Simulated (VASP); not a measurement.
# Ga (Cmce) in VASP: further runs

The runs below take Ga through single point, with PBE.

Program: VASP 6.6.1. These are calculated values, not measurements. Logs are shortened: lines on timing, memory, paths and dates and some standing lists are left out, and cuts for length are marked.

## Step 1: The cell of the first run

Symmetry: Cmce, No. 64, orthorhombic system. Conventional cell: a = 4.495 Å, b = 7.534 Å, c = 4.422 Å, α = 90.00°, β = 90.00°, γ = 90.00°. Within 3.3 Å of Ga (site symmetry m) lie 7 Ga at 2.46 to 2.76 Å.

## Step 2: Single point, PBE (volume scaled by 0.92)

File INCAR:

```
PREC = Accurate ; ENCUT = 520
EDIFF = 1E-7 ; ISMEAR = -1
SIGMA = 0.1 ; LREAL = F
LASPH = T ; NELM = 60
ALGO = Normal ; ISIF = 2
LWAVE = F ; LCHARG = T
GGA = PE ; LELF = T
LVHAR = T ; NBANDS = 34
```

File KPOINTS:

```
Automatic mesh
0
Gamma
  11 11 9
```

File POSCAR:

```
Ga
1.0
    2.2474549434     -3.7667631420      0.0000000000
    2.2474549434      3.7667631420      0.0000000000
    0.0000000000      0.0000000000      4.4216908924
Ga
4
Direct
    0.8442122853      0.1557877147      0.0839450138
    0.6557877147      0.3442122853      0.5839450138
    0.1557877147      0.8442122853      0.9160549862
    0.3442122853      0.6557877147      0.4160549862
```

Potentials or basis: VASP PAW PBE potentials, release 64 (Ga_d).

Launch:

```
$ cat potpaw_PBE.64/Ga_d/POTCAR > POTCAR
$ mpirun -np 1 vasp_std > vasp.out
```

OUTCAR:

```text
PREC = Accurate
   ENCUT = 520
   EDIFF = 1E-7
   ISMEAR = -1
   LREAL = F
   LASPH = T
   NELM = 60
   ISIF = 2
   GGA = PE

 ion  position               nearest neighbor table
   1  0.844  0.156  0.084-   3 2.46   2 2.63   2 2.63   4 2.68   4 2.68   3 2.76   3 2.76
   2  0.656  0.344  0.584-   4 2.46   1 2.63   1 2.63   3 2.68   3 2.68   4 2.76   4 2.76
   3  0.156  0.844  0.916-   1 2.46   4 2.63   4 2.63   2 2.68   2 2.68   1 2.76   1 2.76
   4  0.344  0.656  0.416-   2 2.46   3 2.63   3 2.63   1 2.68   1 2.68   2 2.76   2 2.76

  LATTYP: Found a base centered orthorhombic cell.
 ALAT       =     4.4949098868
 B/A-ratio  =     1.6760127508
 C/A-ratio  =     0.9837106869

  Lattice vectors:

 A1 = (   2.2474549434,  -3.7667631420,   0.0000000000)
 A2 = (   2.2474549434,   3.7667631420,   0.0000000000)
 A3 = (   0.0000000000,   0.0000000000,   4.4216908924)

Analysis of symmetry for initial positions (statically):
=====================================================================
 Subroutine PRICEL returns:
 Original cell was already a primitive cell.

 Routine SETGRP: Setting up the symmetry group for a
 base centered orthorhombic supercell.

 Subroutine GETGRP returns: Found  8 space group operations
 (whereof  4 operations were pure point group operations)
 out of a pool of  8 trial point group operations.

The static configuration has the point symmetry C_2h.
 The point group associated with its full space group is D_2h.

Analysis of symmetry for dynamics (positions and initial velocities):
=====================================================================
 Subroutine PRICEL returns:
 Original cell was already a primitive cell.

 Routine SETGRP: Setting up the symmetry group for a
 base centered orthorhombic supercell.

 Subroutine GETGRP returns: Found  8 space group operations
 (whereof  4 operations were pure point group operations)
 out of a pool of  8 trial point group operations.

The dynamic configuration has the point symmetry C_2h.
 The point group associated with its full space group is D_2h.

 Subroutine INISYM returns: Found  8 space group operations
 (whereof  4 operations are pure point group operations),
 and found     1 'primitive' translations

----------------------------------------------------------------------------------------

                                     Primitive cell

  volume of cell :      74.8648

  direct lattice vectors                    reciprocal lattice vectors
     2.247454943 -3.766763142  0.000000000     0.222473870 -0.132739963  0.000000000
     2.247454943  3.766763142  0.000000000     0.222473870  0.132739963  0.000000000
     0.000000000  0.000000000  4.421690892     0.000000000  0.000000000  0.226157826

  length of vectors
     4.386292089  4.386292089  4.421690892     0.259064704  0.259064704  0.226157826

  position of ions in fractional coordinates (direct lattice)
     0.844212285  0.155787715  0.083945014
     0.655787715  0.344212285  0.583945014
     0.155787715  0.844212285  0.916054986
     0.344212285  0.655787715  0.416054986

  ion indices of the primitive-cell ions
   primitive index   ion index
                 1           1
                 2           2
                 3           3
                 4           4

----------------------------------------------------------------------------------------

 KPOINTS: Automatic mesh

Automatic generation of k-mesh.
 Grid dimensions read from file:
 generate k-points for:   11   11    9

 Generating k-lattice:

  Cartesian coordinates                     Fractional coordinates (reciprocal lattice)
     0.020224897 -0.012067269  0.000000000     0.090909091  0.000000000  0.000000000
     0.020224897  0.012067269  0.000000000     0.000000000  0.090909091  0.000000000
     0.000000000  0.000000000  0.025128647     0.000000000  0.000000000  0.111111111

  Length of vectors
     0.023551337  0.023551337  0.025128647

  Shift w.r.t. Gamma in fractional coordinates (k-lattice)
     0.000000000  0.000000000  0.000000000

 Subroutine IBZKPT returns following result:
 ===========================================

 Found    180 irreducible k-points:

 Following reciprocal coordinates:
            Coordinates               Weight
  0.000000  0.000000  0.000000      1.000000
  0.090909  0.000000  0.000000      4.000000
  0.181818  0.000000  0.000000      4.000000
  0.272727  0.000000  0.000000      4.000000
  0.363636  0.000000  0.000000      4.000000
  0.454545 -0.000000  0.000000      4.000000
[... 16 lines left out ...]
 -0.272727  0.181818  0.000000      4.000000
 -0.181818  0.181818  0.000000      2.000000
 [... further k-points ...]
   k-points           NKPTS =    180   k-points in BZ     NKDIM =    180   number of bands    NBANDS=     34
   number of dos      NEDOS =    301   number of ions     NIONS =      4
   total plane-waves  NPLWV =  46656
   dimension x,y,z NGX =    36 NGY =   36 NGZ =   36
[... 42 lines left out ...]
   IVDW    =     0    specifies the selected vdW correction
   LEPSILON=     F    determine dielectric tensor
   LRPA    =     F    only Hartree local field effects (RPA)
 non-spin polarized calculation
  energy-cutoff  :      520.00
  volume of cell :       74.86
 maximum number of plane-waves:      2037
 NGX is ok and might be reduce to    36
   NGX = 17   NGY = 17   NGZ = 17

 number of electron      51.9999999 magnetization

 Free energy of the ion-electron system (eV)
  ---------------------------------------------------
  ext. energy  EPLUGINS =         0.00000000
  ---------------------------------------------------
  free energy    TOTEN  =       -11.54503456 eV

  energy without entropy =      -11.51621429  energy(sigma->0) =      -11.53062442

 E-fermi :   5.4058     XC(G=0): -10.8746

 val. band max:        5.3956198815   @ k =  -0.4545   0.3636   0.1111
 cond. band min:       5.4170999101   @ k =   0.0000   0.0000   0.4444
 fundamental gap:      0.0214800286
 Fermi energy:         5.4058453019

 k-point     1 :       0.0000    0.0000    0.0000
  band No.  band energies     occupation
      1      -9.7828      2.00000
      2      -9.7827      2.00000
      3      -9.7517      2.00000
      4      -9.7279      2.00000
      5      -9.6920      2.00000
      6      -9.6761      2.00000
[... 26 lines left out ...]
     33      12.5529      0.00000
     34      13.0781      0.00000

 k-point     2 :       0.0909    0.0000    0.0000
  band No.  band energies     occupation
      1      -9.7851      2.00000
      2      -9.7788      2.00000
      3      -9.7532      2.00000
      4      -9.7318      2.00000
      5      -9.6862      2.00000
      6      -9.6738      2.00000
[... 26 lines left out ...]
     33      12.6403      0.00000
     34      13.0590      0.00000

 k-point     3 :       0.1818    0.0000    0.0000
  band No.  band energies     occupation
      1      -9.7880      2.00000
      2      -9.7676      2.00000
      3      -9.7597      2.00000
      4      -9.7407      2.00000
      5      -9.6813      2.00000
      6      -9.6586      2.00000
[... 26 lines left out ...]
     33      12.0325      0.00000
     34      12.9592      0.00000

 k-point     4 :       0.2727    0.0000    0.0000
  band No.  band energies     occupation
      1      -9.7866      2.00000
      2      -9.7674      2.00000
      3      -9.7564      2.00000
      4      -9.7450      2.00000
      5      -9.6851      2.00000
      6      -9.6603      2.00000
[... 26 lines left out ...]
     33      11.6386      0.00000
     34      12.9002      0.00000

 k-point     5 :       0.3636    0.0000    0.0000
  band No.  band energies     occupation
      1      -9.7847      2.00000
      2      -9.7642      2.00000
      3      -9.7641      2.00000
      4      -9.7292      2.00000
      5      -9.6935      2.00000
      6      -9.6924      2.00000
[... 621 lines left out ...]
 k-point    22 :      -0.3636    0.1818    0.0000
  band No.  band energies     occupation
      1      -9.8013      2.00000
      2      -9.7989      2.00000
      3      -9.7294      2.00000
      4      -9.7228      2.00000
      5      -9.7219      2.00000
      6      -9.6713      2.00000
[... 26 lines left out ...]
     33      12.0249      0.00000
     34      13.5139      0.00000

 k-point    23 :      -0.2727    0.1818    0.0000
  band No.  band energies     occupation
      1      -9.7981      2.00000
      2      -9.7889      2.00000
      3      -9.7397      2.00000
      4      -9.7299      2.00000
      5      -9.7078      2.00000
      6      -9.6841      2.00000
[... 26 lines left out ...]
     33      11.0870      0.00000
     34      12.3448      0.00000

 k-point    24 :      -0.1818    0.1818    0.0000
  band No.  band energies     occupation
      1      -9.7953      2.00000
      2      -9.7773      2.00000
      3      -9.7497      2.00000
      4      -9.7323      2.00000
      5      -9.6971      2.00000
      6      -9.6881      2.00000
[... 26 lines left out ...]
     33      11.1903      0.00000
     34      11.7149      0.00000

 [... further k-points ...]
[... 5 lines left out ...]
  --------------------------------------------------------------------------------------
  -------------------------------------------------------------------------------------
  Total        2.1457961      2.5391369      2.5458376      0.0000000      0.0000000      0.0000000
  in kB       45.9220587     54.3399222     54.4833244      0.0000000      0.0000000      0.0000000
  external PRESSURE =      51.5817684 kB  Pullay stress =       0.0000000 kB

 VOLUME and BASIS-vectors are now :
 -----------------------------------------------------------------------------
  energy-cutoff  :      520.00
  volume of cell :       74.86
      direct lattice vectors                 reciprocal lattice vectors
     2.247454943 -3.766763142  0.000000000     0.222473870 -0.132739963  0.000000000
     2.247454943  3.766763142  0.000000000     0.222473870  0.132739963  0.000000000
     0.000000000  0.000000000  4.421690892     0.000000000  0.000000000  0.226157826

 POSITION                                       TOTAL-FORCE (eV/Angst)
 -----------------------------------------------------------------------------------
      2.24745     -2.59313      0.37118         0.000000     -0.016962      0.006680
      2.24745     -1.17363      2.58202         0.000000      0.016962      0.006680
      2.24745      2.59313      4.05051         0.000000      0.016962     -0.006680
      2.24745      1.17363      1.83967         0.000000     -0.016962     -0.006680
 -----------------------------------------------------------------------------------
    total drift:                                0.000000      0.000000      0.000000

  FREE ENERGIE OF THE ION-ELECTRON SYSTEM (eV)
  ---------------------------------------------------
  free  energy   TOTEN  =       -11.5450345583 eV

  energy  without entropy=      -11.5162142916  energy(sigma->0) =      -11.53062442
```

It took 2.8 min on 1 thread of Intel Xeon 6975P-C (Granite Rapids), shared host; peak memory 0.43 GiB.

What came out:

| Item | Value |
| --- | --- |
| Free energy | -11.5450 eV |
| Pressure | 5.2 GPa |
| Largest force | 0.018 eV/Å |
| Band gap on the k mesh | zero (band 26 reaches 5.78 eV, above the bottom of band 27 at 4.53 eV) |

Forces on the atoms (eV/Å):
```
Ga   0.000 -0.017  0.007
Ga   0.000  0.017  0.007
Ga   0.000  0.017 -0.007
Ga   0.000 -0.017 -0.007
```

Stress tensor (GPa, compression positive):
```
4.59 0.00 0.00
0.00 5.43 0.00
0.00 0.00 5.45
```

Levels at points of the mesh, in eV from the Fermi level:
| k point | band 22 | band 23 | band 24 | band 25 | band 26 | band 27 | band 28 | band 29 | band 30 | band 31 |
| --- | --- | --- | --- | --- | --- | --- | --- | --- | --- | --- |
| (0.00, 0.00, 0.00) | -4.11 | -3.68 | -1.86 | -1.81 | -0.73 | 0.86 | 1.01 | 1.11 | 5.31 | 5.66 |

Caveat: the cell differs from its parent crystal (volume scaled by 0.92).

## Step 3: Single point, PBE (volume scaled by 0.96)

File INCAR:

```
PREC = Accurate
ENCUT = 520
EDIFF = 1E-7
ISMEAR = -1
SIGMA = 0.1
LREAL = F
LASPH = T
NELM = 60
ALGO = Normal
ISIF = 2
LWAVE = F
LCHARG = F
GGA = PE
NBANDS = 34
```

KPOINTS is that of step 2.

File POSCAR:

```
Ga
1.0
    2.2795657810     -3.8205813152      0.0000000000
    2.2795657810      3.8205813152      0.0000000000
    0.0000000000      0.0000000000      4.4848664405
Ga
4
Direct
    0.8442122853      0.1557877147      0.0839450138
    0.6557877147      0.3442122853      0.5839450138
    0.1557877147      0.8442122853      0.9160549862
    0.3442122853      0.6557877147      0.4160549862
```

Potentials or basis: VASP PAW PBE potentials, release 64 (Ga_d).

Launch:

```
$ cat potpaw_PBE.64/Ga_d/POTCAR > POTCAR
$ mpirun -np 1 vasp_std > vasp.out
```

It took 3.1 min on 1 thread of Intel Xeon 6975P-C (Granite Rapids), shared host; peak memory 0.44 GiB.

It converged, with:

```yaml
Free_energy: -11.6199 eV
Pressure: 2.3 GPa
Largest_force: 0.008 eV/Å
Band_gap_on_the_k_mesh: zero (band 26 reaches 5.39 eV, above the bottom of band 27 at 4.22 eV)
```

Forces on the atoms (eV/Å):
```
Ga   0.000  0.007  0.002
Ga   0.000 -0.007  0.002
Ga   0.000 -0.007 -0.002
Ga   0.000  0.007 -0.002
```

Stress tensor (GPa, compression positive):
```
1.92 0.00 0.00
0.00 2.40 0.00
0.00 0.00 2.55
```

Levels at points of the mesh, in eV from the Fermi level:
```
           k point  band 23  band 24  band 25  band 26  band 27  band 28  band 29  band 30
(0.00, 0.00, 0.00)    -3.60    -1.92    -1.77    -0.68     0.87     1.02     1.02     5.07
```

Caveat: the cell differs from its parent crystal (volume scaled by 0.96).

## Step 4: Single point, PBE (volume scaled by 1.08)

File INCAR:

```
PREC = Accurate
ENCUT = 520
EDIFF = 1E-6
ISMEAR = -1
SIGMA = 0.1
LREAL = False
LASPH = True
NELM = 80
ALGO = Normal
ISIF = 2
LWAVE = False
LCHARG = False
GGA = PE
NBANDS = 34
```

KPOINTS is that of step 3.

File POSCAR:

```
Ga
1.0
    2.3708439523     -3.9735646942      0.0000000000
    2.3708439523      3.9735646942      0.0000000000
    0.0000000000      0.0000000000      4.6644490657
Ga
4
Direct
    0.8442122853      0.1557877147      0.0839450138
    0.6557877147      0.3442122853      0.5839450138
    0.1557877147      0.8442122853      0.9160549862
    0.3442122853      0.6557877147      0.4160549862
```

Launch:

```
$ cat potpaw_PBE.64/Ga_d/POTCAR > POTCAR
$ mpirun -np 1 vasp_std > vasp.out
```

Run time: 6 min. Hardware: 1 thread of Intel Xeon Platinum 8488C (Sapphire Rapids), shared host; peak memory 0.47 GiB.

It converged, with:

```yaml
Free_energy: -11.5782 eV
Pressure: -3.0 GPa
Largest_force: 0.067 eV/Å
Band_gap_on_the_k_mesh: zero (band 26 reaches 4.40 eV, above the bottom of band 27 at 3.34 eV)
```

Forces in eV/Å, atoms in the order of the input:
```
Ga   0.000  0.067 -0.008
Ga   0.000 -0.067 -0.008
Ga   0.000 -0.067  0.008
Ga   0.000  0.067  0.008
```

Stress tensor (GPa, compression positive):
```
-3.07  0.00  0.00
 0.00 -3.08  0.00
 0.00  0.00 -2.80
```

Levels at points of the mesh, in eV from the Fermi level:
```csv
k point,band 23,band 24,band 25,band 26,band 27,band 28,band 29,band 30
"(0.00, 0.00, 0.00)",-3.41,-2.19,-1.51,-0.55,0.78,0.91,1.07,4.48
```

Caveat: the cell differs from its parent crystal (volume scaled by 1.08).

## Step 5: Single point, PBE

This run uses another cell than the first one, of 20.34 Å³/atom, 1.087 times its volume.

File INCAR:

```
SYSTEM = Ga
ALGO = Normal
EDIFF = 1E-7
ENCUT = 520
GGA = PE
ISIF = 2
ISMEAR = -1
LASPH = .TRUE.
LCHARG = .FALSE.
LREAL = .FALSE.
LWAVE = .FALSE.
NBANDS = 34
NELM = 100
PREC = Accurate
SIGMA = 0.6
```

File KPOINTS:

```
k-points
0
G
  8 8 7
  0 0 0
```

File POSCAR:

```
Ga
1.0
    2.3107968683     -3.8729233244      0.0000000000
    2.3107968683      3.8729233244      0.0000000000
    0.0000000000      0.0000000000      4.5463111460
Ga
4
Direct
    0.8442122196      0.1557877804      0.0839449706
    0.6557877804      0.3442122196      0.5839449706
    0.1557877804      0.8442122196      0.9160550294
    0.3442122196      0.6557877804      0.4160550294
```

Launch:

```
$ cat potpaw_PBE.64/Ga_d/POTCAR > POTCAR
$ mpirun -np 1 vasp_std > vasp.out
```

Wall time 2.1 min (1 thread of AMD EPYC 9R45 (Zen 5), shared host); peak memory 0.28 GiB.

It converged, with:

```yaml
Free_energy: -12.4318 eV
Pressure: 2.2 GPa
Largest_force: 0.059 eV/Å
Band_gap_on_the_k_mesh: zero (band 26 reaches 4.92 eV, above the bottom of band 27 at 4.03 eV)
```

Forces on the atoms (eV/Å):
```
Ga   0.000  0.044  0.039
Ga   0.000 -0.044  0.039
Ga   0.000 -0.044 -0.039
Ga   0.000  0.044 -0.039
```

Stress tensor (GPa, compression positive):
```
2.24 0.00 0.00
0.00 2.20 0.00
0.00 0.00 2.11
```

Levels at points of the mesh, in eV from the Fermi level:
| k point | band 23 | band 24 | band 25 | band 26 | band 27 | band 28 | band 29 | band 30 |
| --- | --- | --- | --- | --- | --- | --- | --- | --- |
| (0.00, 0.00, 0.00) | -3.56 | -2.05 | -1.71 | -0.68 | 0.85 | 0.89 | 1.00 | 4.83 |
| (0.50, 0.00, 0.00) | -3.44 | -3.44 | -1.22 | -1.22 | 0.81 | 0.81 | 3.97 | 3.97 |
| (0.50, 0.50, 0.00) | -4.34 | -3.21 | -1.63 | -1.36 | 1.12 | 1.34 | 3.08 | 3.77 |

## Step 6: Single point, PBE

This run uses another cell than the first one, of 20.34 Å³/atom, 1.087 times its volume.

File INCAR:

```
ALGO = Normal
EDIFF = 1E-6
ENCUT = 520
GGA = PE
ISIF = 2
ISMEAR = -1
LASPH = True
LCHARG = False
LREAL = False
LWAVE = False
NBANDS = 34
NELM = 100
PREC = Accurate
SIGMA = 1.0
```

File KPOINTS:

```
k-points
0
Gamma
  8 8 7
```

POSCAR is that of step 5.

Potentials or basis: VASP PAW PBE potentials, release 64 (Ga_d).

Launch:

```
$ cat potpaw_PBE.64/Ga_d/POTCAR > POTCAR
$ mpirun -np 1 vasp_std > vasp.out
```

Wall time 2 min (1 thread of AMD EPYC 9R45 (Zen 5), shared host); peak memory 0.27 GiB.

The run converged. Its results:

```yaml
Free_energy: -14.0632 eV
Pressure: 5.1 GPa
Largest_force: 0.059 eV/Å
Band_gap_on_the_k_mesh: zero (band 26 reaches 4.92 eV, above the bottom of band 27 at 4.03 eV)
```

Forces on the atoms (eV/Å):
```
Ga   0.000  0.015  0.057
Ga   0.000 -0.015  0.057
Ga   0.000 -0.015 -0.057
Ga   0.000  0.015 -0.057
```

Stress tensor (GPa, compression positive):
```
5.05 0.00 0.00
0.00 5.32 0.00
0.00 0.00 4.98
```

Levels at points of the mesh, in eV from the Fermi level:
| k point | band 22 | band 23 | band 24 | band 25 | band 26 | band 27 | band 28 | band 29 | band 30 | band 31 |
| --- | --- | --- | --- | --- | --- | --- | --- | --- | --- | --- |
| (0.00, 0.00, 0.00) | -4.14 | -3.53 | -2.02 | -1.67 | -0.66 | 0.88 | 0.92 | 1.03 | 4.86 | 5.35 |
| (0.50, 0.00, 0.00) | -8.40 | -3.41 | -3.41 | -1.19 | -1.19 | 0.85 | 0.85 | 3.99 | 3.99 | 5.28 |
| (0.50, 0.50, 0.00) | -7.05 | -4.31 | -3.18 | -1.60 | -1.33 | 1.14 | 1.37 | 3.11 | 3.81 | 4.15 |

## Step 7: Summary

| cell | k mesh | smearing | gap on the mesh (eV) | pressure (GPa) | largest force (eV/Å) |
| --- | --- | --- | --- | --- | --- |
| a = 4.386, b = 4.386, c = 4.422 Å, angles 90.0, 90.0, 118.4°, 4 atoms | 11 × 11 × 9 | fermi-dirac 0.1 eV | none | 5.2 | 0.02 |
| a = 4.449, b = 4.449, c = 4.485 Å, angles 90.0, 90.0, 118.4°, 4 atoms | 11 × 11 × 9 | fermi-dirac 0.1 eV | none | 2.3 | 0.01 |
| a = 4.627, b = 4.627, c = 4.664 Å, angles 90.0, 90.0, 118.4°, 4 atoms | 11 × 11 × 9 | fermi-dirac 0.1 eV | none | -3.0 | 0.07 |
| a = 4.510, b = 4.510, c = 4.546 Å, angles 90.0, 90.0, 118.4°, 4 atoms | 8 × 8 × 7 | fermi-dirac 0.6 eV | none | 2.2 | 0.06 |
| a = 4.510, b = 4.510, c = 4.546 Å, angles 90.0, 90.0, 118.4°, 4 atoms | 8 × 8 × 7 | fermi-dirac 1 eV | none | 5.1 | 0.06 |

Alike in all rows: task single point; level PBE; potentials or basis VASP PAW PBE potentials, release 64 (Ga_d); no spin polarisation; cutoff (eV) 520.

Total energies depend on the potentials used, so only differences within one code and one set of settings carry meaning.
